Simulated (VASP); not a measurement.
# ZnS in VASP: a series of runs

ZnS is run at these levels: PBE; tasks: single point, relaxation of the atoms.

Everything below comes from runs of VASP 6.6.1. Logs are shortened: lines on timing, memory, paths and dates and some standing lists are left out, and cuts for length are marked.

### Step 1. The cell of the first run

The cell holds a slab with vacuum, 8 atoms: a = 3.849 Å, b = 3.849 Å, c = 25.213 Å, α = 90.00°, β = 90.00°, γ = 120.00°.

### Step 2. Single point, PBE

File INCAR:

```
SYSTEM = ZnS
  PREC = Accurate
  ENCUT = 520
  EDIFF = 1E-6
  ISMEAR = 0
  SIGMA = 0.05
  LREAL = .FALSE.
  LASPH = .TRUE.
  NELM = 80
  ALGO = Normal
  ISIF = 2
  LWAVE = .FALSE.
  LCHARG = .FALSE.
  LDIPOL = .TRUE.
  IDIPOL = 3
  DIPOL = 0.5 0.5 0.500
  GGA = PE
  NBANDS = 46
```

File KPOINTS:

```
regular mesh
0
G
  9 9 1
  0 0 0
```

File POSCAR:

```
ZnS
1.0
    3.8488726992      0.0000000000      0.0000000000
   -1.9244363496      3.3332215334      0.0000000000
    0.0000000000      0.0000000000     25.2134220477
S Zn
4 4
Direct
    0.0000000000      0.0000000000      0.2974606139
    0.3333333333      0.6666666667      0.4221002361
    0.6666666667      0.3333333333      0.5467398583
    0.0000000000      0.0000000000      0.6713794806
    0.3333333333      0.6666666667      0.3286205194
    0.6666666667      0.3333333333      0.4532601417
    0.0000000000      0.0000000000      0.5778997639
    0.3333333333      0.6666666667      0.7025393861
```

Potentials or basis: VASP PAW PBE potentials, release 64 (S, Zn).

Run with:

```sh
> cat potpaw_PBE.64/S/POTCAR potpaw_PBE.64/Zn/POTCAR > POTCAR
> mpirun -np 1 vasp_std > vasp.out
```

OUTCAR:

```text
SYSTEM = ZnS
   PREC = Accurate
   ENCUT = 520
   EDIFF = 1E-6
   ISMEAR = 0
   LREAL = .FALSE.
   LASPH = .TRUE.
   NELM = 80
   ISIF = 2
   GGA = PE

 ion  position               nearest neighbor table
   1  0.000  0.000  0.297-   5 2.36   5 2.36   5 2.36
   2  0.333  0.667  0.422-   6 2.36   6 2.36   5 2.36   6 2.36
   3  0.667  0.333  0.547-   6 2.36   7 2.36   7 2.36   7 2.36
   4  0.000  0.000  0.671-   8 2.36   8 2.36   8 2.36   7 2.36
   5  0.333  0.667  0.329-   1 2.36   1 2.36   1 2.36   2 2.36
   6  0.667  0.333  0.453-   3 2.36   2 2.36   2 2.36   2 2.36
   7  0.000  0.000  0.578-   3 2.36   3 2.36   3 2.36   4 2.36
   8  0.333  0.667  0.703-   4 2.36   4 2.36   4 2.36

  LATTYP: Found a hexagonal cell.
 ALAT       =     3.8488726992
 C/A-ratio  =     6.5508589185

  Lattice vectors:

 A1 = (   3.8488726992,   0.0000000000,   0.0000000000)
 A2 = (  -1.9244363496,   3.3332215334,   0.0000000000)
 A3 = (   0.0000000000,   0.0000000000,  25.2134220477)

Analysis of symmetry for initial positions (statically):
=====================================================================
 Subroutine PRICEL returns:
 Original cell was already a primitive cell.

 Routine SETGRP: Setting up the symmetry group for a
 hexagonal supercell.

 Subroutine GETGRP returns: Found  6 space group operations
 (whereof  6 operations were pure point group operations)
 out of a pool of 24 trial point group operations.

The static configuration has the point symmetry C_3v.

Analysis of symmetry for dynamics (positions and initial velocities):
=====================================================================
 Subroutine PRICEL returns:
 Original cell was already a primitive cell.

 Routine SETGRP: Setting up the symmetry group for a
 hexagonal supercell.

 Subroutine GETGRP returns: Found  6 space group operations
 (whereof  6 operations were pure point group operations)
 out of a pool of 24 trial point group operations.

The dynamic configuration has the point symmetry C_3v.

 Subroutine INISYM returns: Found  6 space group operations
 (whereof  6 operations are pure point group operations),
 and found     1 'primitive' translations

----------------------------------------------------------------------------------------

                                     Primitive cell

  volume of cell :     323.4667

  direct lattice vectors                    reciprocal lattice vectors
     3.848872699  0.000000000  0.000000000     0.259816335  0.150005031  0.000000000
    -1.924436350  3.333221533  0.000000000     0.000000000  0.300010062  0.000000000
     0.000000000  0.000000000 25.213422048     0.000000000  0.000000000  0.039661415

  length of vectors
     3.848872699  3.848872699 25.213422048     0.300010062  0.300010062  0.039661415

  position of ions in fractional coordinates (direct lattice)
     0.000000000  0.000000000  0.297460614
     0.333333333  0.666666667  0.422100236
     0.666666667  0.333333333  0.546739858
     0.000000000  0.000000000  0.671379481
     0.333333333  0.666666667  0.328620519
     0.666666667  0.333333333  0.453260142
     0.000000000  0.000000000  0.577899764
     0.333333333  0.666666667  0.702539386

  ion indices of the primitive-cell ions
   primitive index   ion index
                 1           1
                 2           2
                 3           3
                 4           4
                 5           5
                 6           6
                 7           7
                 8           8

----------------------------------------------------------------------------------------

 KPOINTS: regular mesh

Automatic generation of k-mesh.
 Grid dimensions read from file:
 generate k-points for:    9    9    1

 Generating k-lattice:

  Cartesian coordinates                     Fractional coordinates (reciprocal lattice)
     0.028868482  0.016667226  0.000000000     0.111111111 -0.000000000  0.000000000
     0.000000000  0.033334451  0.000000000     0.000000000  0.111111111  0.000000000
     0.000000000  0.000000000  0.039661415     0.000000000  0.000000000  1.000000000

  Length of vectors
     0.033334451  0.033334451  0.039661415

  Shift w.r.t. Gamma in fractional coordinates (k-lattice)
     0.000000000  0.000000000  0.000000000

 Subroutine IBZKPT returns following result:
 ===========================================

 Found     12 irreducible k-points:

 Following reciprocal coordinates:
            Coordinates               Weight
  0.000000  0.000000  0.000000      1.000000
  0.111111  0.000000  0.000000      6.000000
  0.222222  0.000000  0.000000      6.000000
  0.333333  0.000000  0.000000      6.000000
  0.444444  0.000000  0.000000      6.000000
  0.111111  0.111111  0.000000      6.000000
  0.222222  0.111111  0.000000     12.000000
  0.333333  0.111111  0.000000     12.000000
  0.444444  0.111111  0.000000      6.000000
  0.222222  0.222222  0.000000      6.000000
  0.333333  0.222222  0.000000     12.000000
  0.333333  0.333333  0.000000      2.000000
   k-points           NKPTS =     12   k-points in BZ     NKDIM =     12   number of bands    NBANDS=     46
   number of dos      NEDOS =    301   number of ions     NIONS =      8
   total plane-waves  NPLWV = 172800
   dimension x,y,z NGX =    30 NGY =   30 NGZ =  192
   dimension x,y,z NGXF=    60 NGYF=   60 NGZF=  384
   ions per type =               4   4
   NGX,Y,Z   is equivalent  to a cutoff of  12.96, 12.96, 12.66 a.u.
   NGXF,Y,Z  is equivalent  to a cutoff of  25.92, 25.92, 25.32 a.u.
 SYSTEM =  ZnS
   PREC   = accura    normal or accurate (medium, high low for compatibility)
   ISTART =      0    job   : 0-new  1-cont  2-samecut
   ICHARG =      2    charge: 1-file 2-atom 10-const
   ISPIN  =      1    spin polarized calculation?
   LNONCOLLINEAR =      F non collinear calculations
   LSORBIT =      F    spin-orbit coupling
   LASPH  =      T    aspherical Exc in radial PAW
   ENCUT  =  520.0 eV  38.22 Ry    6.18 a.u.   7.16  7.16 46.88*2*pi/ulx,y,z
   NELM   =     80;   NELMIN=  2; NELMDL= -5     # of ELM steps
   EDIFF  = 0.1E-05   stopping-criterion for ELM
   LREAL  =      F    real-space projection
   EDIFFG = 0.1E-04   stopping-criterion for IOM
   NSW    =      0    number of steps for IOM
   IBRION =     -1    ionic relax: 0-MD 1-quasi-New 2-CG
   NFREE  =      0    steps in history (QN), initial steepest desc. (CG)
   ISIF   =      2    stress and relaxation
   ISYM   =      2    0-nonsym 1-usesym 2-fastsym
   POTIM  = 0.5000    time-step for ionic-motion
   TEBEG  =    0.0;   TEEND  =   0.0 temperature during run
   PSTRESS=    0.0 pullay stress
   NELECT =      72.0000    total number of electrons
   NUPDOWN=      -1.0000    fix difference up-down
   EMIN   =  10.00;   EMAX   =-10.00  energy-range for DOS
   EFERMI =   0.00;   METHOD = LEGACY
   ISMEAR =     0;   SIGMA  =   0.05  broadening in eV -4-tet -1-fermi 0-gaus
   EFERMI_NEDOS =   21; number of points for ismear=-14 and -15
   IALGO  =     38    algorithm
   IMIX   =      4    mixing-type and parameters
     AMIX     =   0.40;   BMIX     =  1.00
     AMIX_MAG =   1.60;   BMIX_MAG =  1.00
  volume/ion in A,a.u.               =      40.43       272.86
  Fermi-wavevector in a.u.,A,eV,Ry     =   0.992147  1.874885 13.392960  0.984355
  Thomas-Fermi vector in A             =   2.123938
   LORBIT       =      0    0 simple, 1 ext, 2 COOP (PROOUT), +10 PAW based schemes
   GGA     = PE    functional components
   LHFCALC =     F    Hartree Fock is set to
   AEXX    =    0.0000 exact exchange contribution
   IVDW    =     0    specifies the selected vdW correction
   LEPSILON=     F    determine dielectric tensor
   LRPA    =     F    only Hartree local field effects (RPA)
 non-spin polarized calculation
 Gauss-broadening in eV      SIGMA  =   0.05
  energy-cutoff  :      520.00
  volume of cell :      323.47
 maximum number of plane-waves:      8775
 NGX is ok and might be reduce to    30
   NGX = 15   NGY = 15   NGZ = 93

 dipolmoment           0.000000      0.000000      0.000010 electrons x Angstroem

 number of electron      72.0000049 magnetization

 dipolmoment           0.000000      0.000000     -0.290178 electrons x Angstroem

 Free energy of the ion-electron system (eV)
  ---------------------------------------------------
  ext. energy  EPLUGINS =         0.00000000
  ---------------------------------------------------
  free energy    TOTEN  =       -25.31070080 eV

  energy without entropy =      -25.30533310  energy(sigma->0) =      -25.30801695

 E-fermi :  -1.1667     XC(G=0):  -5.2960

 val. band max:       -1.2015394360   @ k =   0.1111   0.0000   0.0000
 cond. band min:      -1.1538900532   @ k =   0.2222   0.0000   0.0000
 fundamental gap:      0.0476493828
 Fermi energy:        -1.1667250171

 k-point     1 :       0.0000    0.0000    0.0000
  band No.  band energies     occupation
      1     -16.1425      2.00000
      2     -15.0999      2.00000
      3     -14.0379      2.00000
      4     -12.6466      2.00000
      5      -9.7816      2.00000
      6      -9.7816      2.00000
[... 38 lines left out ...]
     45       3.9898      0.00000
     46       4.1877      0.00000

 k-point     2 :       0.1111    0.0000    0.0000
  band No.  band energies     occupation
      1     -16.0754      2.00000
      2     -15.0358      2.00000
      3     -13.9743      2.00000
      4     -12.5827      2.00000
      5      -9.7797      2.00000
      6      -9.7634      2.00000
[... 38 lines left out ...]
     45       3.7229      0.00000
     46       4.0590      0.00000

 k-point     3 :       0.2222    0.0000    0.0000
  band No.  band energies     occupation
      1     -15.8965      2.00000
      2     -14.8657      2.00000
      3     -13.8059      2.00000
      4     -12.4134      2.00000
      5      -9.7640      2.00000
      6      -9.7191      2.00000
[... 430 lines left out ...]
     45       4.6662      0.00000
     46       4.9487      0.00000

 k-point    12 :       0.3333    0.3333    0.0000
  band No.  band energies     occupation
      1     -15.4104      2.00000
      2     -14.4101      2.00000
      3     -13.3549      2.00000
      4     -11.9618      2.00000
      5      -9.6809      2.00000
      6      -9.4917      2.00000
[... 38 lines left out ...]
     45       4.7470      0.00000
     46       5.2219      0.00000

------------------------ aborting loop because EDIFF is reached ----------------------------------------

 vacuum level on the upper side and lower side of the slab       (xc-potential included)        -2.017         1.991

  FORCE on cell =-STRESS in cart. coord.  units (eV):
  Direction    XX          YY          ZZ          XY          YZ          ZX
  --------------------------------------------------------------------------------------
  -------------------------------------------------------------------------------------
  Total       -1.6862723     -1.6862723      1.7984831     -0.0000000      0.0000000      0.0000000
  in kB       -8.3523514     -8.3523514      8.9081478     -0.0000000      0.0000000      0.0000000
  external PRESSURE =      -2.5988517 kB  Pullay stress =       0.0000000 kB

 VOLUME and BASIS-vectors are now :
 -----------------------------------------------------------------------------
  energy-cutoff  :      520.00
  volume of cell :      323.47
      direct lattice vectors                 reciprocal lattice vectors
     3.848872699  0.000000000  0.000000000     0.259816335  0.150005031  0.000000000
    -1.924436350  3.333221533  0.000000000     0.000000000  0.300010062  0.000000000
     0.000000000  0.000000000 25.213422048     0.000000000  0.000000000  0.039661415

 POSITION                                       TOTAL-FORCE (eV/Angst)
 -----------------------------------------------------------------------------------
      0.00000      0.00000      7.50000        -0.000000     -0.000000      0.200925
     -0.00000      2.22215     10.64259        -0.000000     -0.000000      0.736280
      1.92444      1.11107     13.78518         0.000000     -0.000000      0.601434
      0.00000      0.00000     16.92777         0.000000     -0.000000      0.895391
     -0.00000      2.22215      8.28565        -0.000000      0.000000     -0.649595
      1.92444      1.11107     11.42824         0.000000     -0.000000     -0.664111
      0.00000      0.00000     14.57083        -0.000000     -0.000000     -0.662811
     -0.00000      2.22215     17.71342         0.000000     -0.000000     -0.457514
 -----------------------------------------------------------------------------------
    total drift:                               -0.000001     -0.000000      0.002659

  FREE ENERGIE OF THE ION-ELECTRON SYSTEM (eV)
  ---------------------------------------------------
  free  energy   TOTEN  =       -25.3107008013 eV

  energy  without entropy=      -25.3053330987  energy(sigma->0) =      -25.30801695

 vacuum level on the upper side and lower side of the slab         1.934         6.015
```

Wall time 9.4 min (1 thread of Intel Xeon Platinum 8124M at 3.00GHz (Skylake/Cascade Lake), shared host); peak memory 0.49 GiB.

What came out:

| Property | Result |
| --- | --- |
| Free energy | -25.3107 eV |
| Largest force | 0.895 eV/Å |
| Band gap on the k mesh | zero (bands 36 and 37 overlap by 0.42 eV) |

Forces on the atoms (eV/Å):
```
S    0.000  0.000  0.201
S    0.000  0.000  0.736
S    0.000  0.000  0.601
S    0.000  0.000  0.895
Zn   0.000  0.000 -0.650
Zn   0.000  0.000 -0.664
Zn   0.000  0.000 -0.663
Zn   0.000  0.000 -0.458
```

### Step 3. Single point, PBE

File INCAR:

```
SYSTEM = ZnS
ALGO = Normal
DIPOL = 0.5 0.5 0.500
EDIFF = 1E-7
ENCUT = 520
GGA = PE
IDIPOL = 3
ISIF = 2
ISMEAR = 0
LASPH = .True.
LCHARG = .True.
LDIPOL = .True.
LELF = .True.
LREAL = .False.
LVACPOTAV = .True.
LVHAR = .True.
LWAVE = .False.
NBANDS = 46
NELM = 100
PREC = Accurate
SIGMA = 0.05
```

File KPOINTS:

```
k-points
0
Gamma
  9 9 1
  0 0 0
```

File POSCAR:

```
ZnS
1.0
    3.8488726992      0.0000000000      0.0000000000
   -1.9244363496      3.3332215334      0.0000000000
    0.0000000000      0.0000000000     25.2134220477
S Zn
4 4
Direct
    0.0000000000      0.0000000000      0.2966479998
    0.3333333333      0.6666666667      0.4263722868
    0.6666666667      0.3333333333      0.5552872850
    0.0000000000      0.0000000000      0.6873162729
    0.3333333333      0.6666666667      0.3174726255
    0.6666666667      0.3333333333      0.4464874432
    0.0000000000      0.0000000000      0.5758975012
    0.3333333333      0.6666666667      0.6945185855
```

Potentials or basis: VASP PAW PBE potentials, release 64 (S, Zn).

Run with:

```sh
> cat potpaw_PBE.64/S/POTCAR potpaw_PBE.64/Zn/POTCAR > POTCAR
> mpirun -np 1 vasp_std > vasp.out
```

Wall time 19 min (1 thread of Intel Xeon Platinum 8124M at 3.00GHz (Skylake/Cascade Lake), shared host); peak memory 0.5 GiB.

It converged, with:

```
Free energy            : -25.6643 eV
Largest force          : 0.011 eV/Å
Band gap on the k mesh : zero (bands 36 and 37 overlap by 0.18 eV)
```

Forces in eV/Å, atoms in the order of the input:
```
S    0.000  0.000  0.001
S    0.000  0.000  0.005
S    0.000  0.000  0.008
S    0.000  0.000 -0.011
Zn   0.000  0.000 -0.007
Zn   0.000  0.000 -0.006
Zn   0.000  0.000  0.000
Zn   0.000  0.000  0.010
```

Levels at points of the mesh, in eV from the Fermi level:
| k point | band 33 | band 34 | band 35 | band 36 | band 37 | band 38 | band 39 | band 40 |
| --- | --- | --- | --- | --- | --- | --- | --- | --- |
| (0.00, 0.00, 0.00) | -1.07 | -1.01 | -0.53 | 0.18 | 0.18 | 0.75 | 1.69 | 2.06 |

(Part 1 of 2 ends here.)

The gap in the log of VASP goes by the Fermi energy; the results here count the filled bands.